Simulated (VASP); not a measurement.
# NaZn4Sb3 (R-3m) in VASP: single point with PBE

Aim: the single point of NaZn4Sb3 with PBE.

All numbers are computed with VASP 6.6.1; they aren't measurements. Logs are shortened: lines on timing, memory, paths and dates and some standing lists are left out, and cuts for length are marked.

## Step 1: The cell of the first run

Symmetry: R-3m, No. 166, trigonal system. Conventional cell: a = 4.496 Å, b = 4.496 Å, c = 34.909 Å, α = 90.00°, β = 90.00°, γ = 120.00°. Within 4.3 Å of Na (site symmetry -3m) lie 6 Sb at 3.31 Å and 6 Zn at 3.79 Å. Within 3.5 Å of Zn (site symmetry 3m) lie 4 Sb at 2.69 to 3.06 Å and 3 Zn at 3.25 Å. Zn (site symmetry 3m) has 4 Sb at 2.66 to 2.82 Å and 6 Zn at 3.25 to 3.41 Å within 3.5 Å. Sb (site symmetry 3m) has 4 Zn at 2.66 to 2.69 Å and 3 Na at 3.31 Å within 3.5 Å. Within 3.7 Å of Sb (site symmetry -3m) lie 8 Zn at 2.82 to 3.06 Å.

## Step 2: Single point, PBE

Input file INCAR:

```
PREC = Accurate
ENCUT = 520
EDIFF = 1E-6
ISMEAR = -1
SIGMA = 0.0216
LREAL = False
LASPH = True
NELM = 60
ALGO = Normal
ISIF = 2
LWAVE = False
LCHARG = False
GGA = PE
NBANDS = 45
```

Input file KPOINTS:

```
regular mesh
0
Gamma
  5 5 5
```

Input file POSCAR:

```
NaZn4Sb3
1.0
    2.2480328609      3.8937071322      0.0000000000
   -2.2480328609      3.8937071322      0.0000000000
    0.0000000000     -2.5958047548     11.6363698840
Na Zn Sb
1 4 3
Direct
    0.5000000000      0.5000000000      0.5000000000
    0.0877196516      0.0877196516      0.2631589548
    0.9122803484      0.9122803484      0.7368410452
    0.3015839464      0.3015839464      0.9047518391
    0.6984160536      0.6984160536      0.0952481609
    0.2253236713      0.2253236713      0.6759710140
    0.7746763287      0.7746763287      0.3240289860
    0.0000000000      0.0000000000      0.0000000000
```

Potentials or basis: VASP PAW PBE potentials, release 64 (Na_pv, Zn, Sb).

On the command line:

```
$ cat potpaw_PBE.64/Na_pv/POTCAR potpaw_PBE.64/Zn/POTCAR potpaw_PBE.64/Sb/POTCAR > POTCAR
$ mpirun -np 1 vasp_std > vasp.out
```

OUTCAR:

```text
PREC = Accurate
   ENCUT = 520
   EDIFF = 1E-6
   ISMEAR = -1
   LREAL = False
   LASPH = True
   NELM = 60
   ISIF = 2
   GGA = PE

 ion  position               nearest neighbor table
   1  0.500  0.500  0.500-
   2  0.088  0.088  0.263-   7 2.69   7 2.69   7 2.69   8 3.06
   3  0.912  0.912  0.737-   6 2.69   6 2.69   6 2.69   8 3.06
   4  0.302  0.302  0.905-   6 2.66   8 2.82   8 2.82   8 2.82
   5  0.698  0.698  0.095-   7 2.66   8 2.82   8 2.82   8 2.82
   6  0.225  0.225  0.676-   4 2.66   3 2.69   3 2.69   3 2.69
   7  0.775  0.775  0.324-   5 2.66   2 2.69   2 2.69   2 2.69
   8  0.000  0.000  0.000-   5 2.82   5 2.82   4 2.82   4 2.82   4 2.82   5 2.82   2 3.06   3 3.06

  LATTYP: Found a trigonal (rhomboedric) cell.
 ALAT       =    11.9223867746
 COS(alpha) =     0.9288935670

  Lattice vectors:

 A1 = (  -2.2480328609,   1.2979023774,  11.6363698840)
 A2 = (   0.0000000000,  -2.5958047548,  11.6363698840)
 A3 = (   2.2480328609,   1.2979023774,  11.6363698840)

Analysis of symmetry for initial positions (statically):
=====================================================================
 Subroutine PRICEL returns:
 Original cell was already a primitive cell.

 Routine SETGRP: Setting up the symmetry group for a
 trigonal (rhombohedral) supercell.

 Subroutine GETGRP returns: Found 12 space group operations
 (whereof 12 operations were pure point group operations)
 out of a pool of 12 trial point group operations.

The static configuration has the point symmetry D_3d.

Analysis of symmetry for dynamics (positions and initial velocities):
=====================================================================
 Subroutine PRICEL returns:
 Original cell was already a primitive cell.

 Routine SETGRP: Setting up the symmetry group for a
 trigonal (rhombohedral) supercell.

 Subroutine GETGRP returns: Found 12 space group operations
 (whereof 12 operations were pure point group operations)
 out of a pool of 12 trial point group operations.

The dynamic configuration has the point symmetry D_3d.

 Subroutine INISYM returns: Found 12 space group operations
 (whereof 12 operations are pure point group operations),
 and found     1 'primitive' translations

----------------------------------------------------------------------------------------

                                     Primitive cell

  volume of cell :     203.7105

  direct lattice vectors                    reciprocal lattice vectors
     2.248032861  3.893707132  0.000000000     0.222416678  0.128412329  0.028645818
    -2.248032861  3.893707132  0.000000000    -0.222416678  0.128412329  0.028645818
     0.000000000 -2.595804755 11.636369884     0.000000000  0.000000000  0.085937454

  length of vectors
     4.496065722  4.496065722 11.922386775     0.258417274  0.258417274  0.085937454

  position of ions in fractional coordinates (direct lattice)
     0.500000000  0.500000000  0.500000000
     0.087719652  0.087719652  0.263158955
     0.912280348  0.912280348  0.736841045
     0.301583946  0.301583946  0.904751839
     0.698416054  0.698416054  0.095248161
     0.225323671  0.225323671  0.675971014
     0.774676329  0.774676329  0.324028986
     0.000000000  0.000000000  0.000000000

  ion indices of the primitive-cell ions
   primitive index   ion index
                 1           1
                 2           2
                 3           3
                 4           4
                 5           5
                 6           6
                 7           7
                 8           8

----------------------------------------------------------------------------------------

 KPOINTS: regular mesh

Automatic generation of k-mesh.
 Grid dimensions read from file:
 generate k-points for:    5    5    5

 Generating k-lattice:

  Cartesian coordinates                     Fractional coordinates (reciprocal lattice)
     0.044483336  0.025682466  0.005729164     0.200000000  0.000000000  0.000000000
    -0.044483336  0.025682466  0.005729164     0.000000000  0.200000000  0.000000000
     0.000000000  0.000000000  0.017187491     0.000000000  0.000000000  0.200000000

  Length of vectors
     0.051683455  0.051683455  0.017187491

  Shift w.r.t. Gamma in fractional coordinates (k-lattice)
     0.000000000  0.000000000  0.000000000

 Subroutine IBZKPT returns following result:
 ===========================================

 Found     19 irreducible k-points:

 Following reciprocal coordinates:
            Coordinates               Weight
  0.000000  0.000000  0.000000      1.000000
  0.200000 -0.000000  0.000000      6.000000
  0.400000 -0.000000  0.000000      6.000000
  0.200000  0.200000 -0.000000      6.000000
  0.400000  0.200000  0.000000     12.000000
 -0.400000  0.200000  0.000000     12.000000
[... 11 lines left out ...]
  0.000000  0.000000  0.400000      2.000000
  0.200000 -0.000000  0.400000      6.000000
   k-points           NKPTS =     19   k-points in BZ     NKDIM =     19   number of bands    NBANDS=     45
   number of dos      NEDOS =    301   number of ions     NIONS =      8
   total plane-waves  NPLWV = 116640
   dimension x,y,z NGX =    36 NGY =   36 NGZ =   90
   dimension x,y,z NGXF=    72 NGYF=   72 NGZF=  180
   ions per type =               1   4   3
   NGX,Y,Z   is equivalent  to a cutoff of  13.31, 13.31, 12.55 a.u.
   NGXF,Y,Z  is equivalent  to a cutoff of  26.62, 26.62, 25.10 a.u.
 SYSTEM =  unknown system
   PREC   = accura    normal or accurate (medium, high low for compatibility)
   ISTART =      0    job   : 0-new  1-cont  2-samecut
   ICHARG =      2    charge: 1-file 2-atom 10-const
   ISPIN  =      1    spin polarized calculation?
   LNONCOLLINEAR =      F non collinear calculations
   LSORBIT =      F    spin-orbit coupling
   LASPH  =      T    aspherical Exc in radial PAW
   ENCUT  =  520.0 eV  38.22 Ry    6.18 a.u.   8.36  8.36 22.17*2*pi/ulx,y,z
   NELM   =     60;   NELMIN=  2; NELMDL= -5     # of ELM steps
   EDIFF  = 0.1E-05   stopping-criterion for ELM
   LREAL  =      F    real-space projection
   EDIFFG = 0.1E-04   stopping-criterion for IOM
   NSW    =      0    number of steps for IOM
   IBRION =     -1    ionic relax: 0-MD 1-quasi-New 2-CG
   NFREE  =      0    steps in history (QN), initial steepest desc. (CG)
   ISIF   =      2    stress and relaxation
   ISYM   =      2    0-nonsym 1-usesym 2-fastsym
   POTIM  = 0.5000    time-step for ionic-motion
   TEBEG  =    0.0;   TEEND  =   0.0 temperature during run
   PSTRESS=    0.0 pullay stress
   NELECT =      70.0000    total number of electrons
   NUPDOWN=      -1.0000    fix difference up-down
   EMIN   =  10.00;   EMAX   =-10.00  energy-range for DOS
   EFERMI =   0.00;   METHOD = LEGACY
   ISMEAR =    -1;   SIGMA  =   0.02  broadening in eV -4-tet -1-fermi 0-gaus
   EFERMI_NEDOS =   21; number of points for ismear=-14 and -15
   IALGO  =     38    algorithm
   IMIX   =      4    mixing-type and parameters
     AMIX     =   0.40;   BMIX     =  1.00
     AMIX_MAG =   1.60;   BMIX_MAG =  1.00
  volume/ion in A,a.u.               =      25.46       171.84
  Fermi-wavevector in a.u.,A,eV,Ry     =   1.146664  2.166882 17.889477  1.314839
  Thomas-Fermi vector in A             =   2.283348
   LORBIT       =      0    0 simple, 1 ext, 2 COOP (PROOUT), +10 PAW based schemes
   GGA     = PE    functional components
   LHFCALC =     F    Hartree Fock is set to
   AEXX    =    0.0000 exact exchange contribution
   IVDW    =     0    specifies the selected vdW correction
   LEPSILON=     F    determine dielectric tensor
   LRPA    =     F    only Hartree local field effects (RPA)
 non-spin polarized calculation
  energy-cutoff  :      520.00
  volume of cell :      203.71
 maximum number of plane-waves:      5521
 NGX is ok and might be reduce to    36
   NGX = 17   NGY = 17   NGZ = 45

 number of electron      70.0000011 magnetization

 Free energy of the ion-electron system (eV)
  ---------------------------------------------------
  ext. energy  EPLUGINS =         0.00000000
  ---------------------------------------------------
  free energy    TOTEN  =       -18.93254786 eV

  energy without entropy =      -18.92954071  energy(sigma->0) =      -18.93104429

 E-fermi :   3.4263     XC(G=0):  -9.1671

 val. band max:        3.3810445712   @ k =   0.2000  -0.0000   0.0000
 cond. band min:       3.4604380563   @ k =   0.4000  -0.0000   0.0000
 fundamental gap:      0.0793934852
 Fermi energy:         3.4262796513

 k-point     1 :       0.0000    0.0000    0.0000
  band No.  band energies     occupation
      1     -21.0051      2.00000
      2     -20.9998      2.00000
      3     -20.9998      2.00000
      4      -7.2675      2.00000
      5      -6.4993      2.00000
      6      -6.3051      2.00000
[... 37 lines left out ...]
     44       7.5399      0.00000
     45       7.5436      0.00000

 k-point     2 :       0.2000   -0.0000    0.0000
  band No.  band energies     occupation
      1     -21.0048      2.00000
      2     -21.0012      2.00000
      3     -21.0001      2.00000
      4      -6.9898      2.00000
      5      -6.2885      2.00000
      6      -6.1119      2.00000
[... 37 lines left out ...]
     44       8.0948      0.00000
     45       8.4370      0.00000

 k-point     3 :       0.4000   -0.0000    0.0000
  band No.  band energies     occupation
      1     -21.0043      2.00000
      2     -21.0035      2.00000
      3     -21.0007      2.00000
      4      -6.3776      2.00000
      5      -5.8833      2.00000
      6      -5.8102      2.00000
[... 37 lines left out ...]
     44       8.9487      0.00000
     45       9.7948      0.00000

 k-point     4 :       0.2000    0.2000   -0.0000
  band No.  band energies     occupation
      1     -21.0048      2.00000
      2     -21.0012      2.00000
      3     -21.0001      2.00000
      4      -6.9867      2.00000
      5      -6.3127      2.00000
      6      -6.0898      2.00000
[... 661 lines left out ...]
     44       8.9799      0.00000
     45       9.2182      0.00000

 k-point    18 :       0.0000    0.0000    0.4000
  band No.  band energies     occupation
      1     -21.0051      2.00000
      2     -20.9998      2.00000
      3     -20.9998      2.00000
      4      -7.2430      2.00000
      5      -6.6353      2.00000
      6      -6.1842      2.00000
[... 37 lines left out ...]
     44       7.4122      0.00000
     45       7.7553      0.00000

 k-point    19 :       0.2000   -0.0000    0.4000
  band No.  band energies     occupation
      1     -21.0048      2.00000
      2     -21.0012      2.00000
      3     -21.0001      2.00000
      4      -6.9665      2.00000
      5      -6.4090      2.00000
      6      -6.0098      2.00000
[... 37 lines left out ...]
     44       8.2745      0.00000
     45       8.3589      0.00000

------------------------ aborting loop because EDIFF is reached ----------------------------------------

  FORCE on cell =-STRESS in cart. coord.  units (eV):
  Direction    XX          YY          ZZ          XY          YZ          ZX
  --------------------------------------------------------------------------------------
  -------------------------------------------------------------------------------------
  Total        0.1088931      0.1088931      0.1101306      0.0000000      0.0000000      0.0000000
  in kB        0.8564408      0.8564408      0.8661736      0.0000000      0.0000000      0.0000000
  external PRESSURE =       0.8596850 kB  Pullay stress =       0.0000000 kB

 VOLUME and BASIS-vectors are now :
 -----------------------------------------------------------------------------
  energy-cutoff  :      520.00
  volume of cell :      203.71
      direct lattice vectors                 reciprocal lattice vectors
     2.248032861  3.893707132  0.000000000     0.222416678  0.128412329  0.028645818
    -2.248032861  3.893707132  0.000000000    -0.222416678  0.128412329  0.028645818
     0.000000000 -2.595804755 11.636369884     0.000000000  0.000000000  0.085937454

 POSITION                                       TOTAL-FORCE (eV/Angst)
 -----------------------------------------------------------------------------------
      0.00000      2.59580      5.81818         0.000000      0.000000      0.000000
      0.00000     -0.00000      3.06221        -0.000000     -0.000000     -0.000828
      0.00000      5.19161      8.57415        -0.000000      0.000000      0.000828
      0.00000      0.00000     10.52803         0.000000     -0.000000      0.002303
      0.00000      5.19161      1.10834         0.000000      0.000000     -0.002303
      0.00000     -0.00000      7.86585         0.000000      0.000000     -0.023976
      0.00000      5.19161      3.77052         0.000000     -0.000000      0.023976
      0.00000      0.00000      0.00000         0.000000      0.000000      0.000000
 -----------------------------------------------------------------------------------
    total drift:                               -0.000000      0.000000     -0.000000

  FREE ENERGIE OF THE ION-ELECTRON SYSTEM (eV)
  ---------------------------------------------------
  free  energy   TOTEN  =       -18.9325478649 eV

  energy  without entropy=      -18.9295407094  energy(sigma->0) =      -18.93104429
```

It took 5 min on 1 thread of Intel Xeon Platinum 8375C at 2.90GHz (Ice Lake), shared host; peak memory 0.41 GiB.

What came out:

```
Free energy            : -18.9325 eV
Pressure               : 0.1 GPa
Largest force          : 0.024 eV/Å
Band gap on the k mesh : zero (bands 35 and 36 overlap by 0.53 eV)
```

Forces in eV/Å, atoms in the order of the input:
```
Na   0.000  0.000  0.000
Zn   0.000  0.000 -0.001
Zn   0.000  0.000  0.001
Zn   0.000  0.000  0.002
Zn   0.000  0.000 -0.002
Sb   0.000  0.000 -0.024
Sb   0.000  0.000  0.024
Sb   0.000  0.000  0.000
```

Levels at points of the mesh, in eV from the Fermi level:
```csv
k point,band 33,band 34,band 35,band 36,band 37,band 38
"(0.00, 0.00, 0.00)",-0.11,0.11,0.41,0.41,0.54,1.08
```

Caveat: spin-orbit coupling is left out, which moves the levels of the heavy elements.
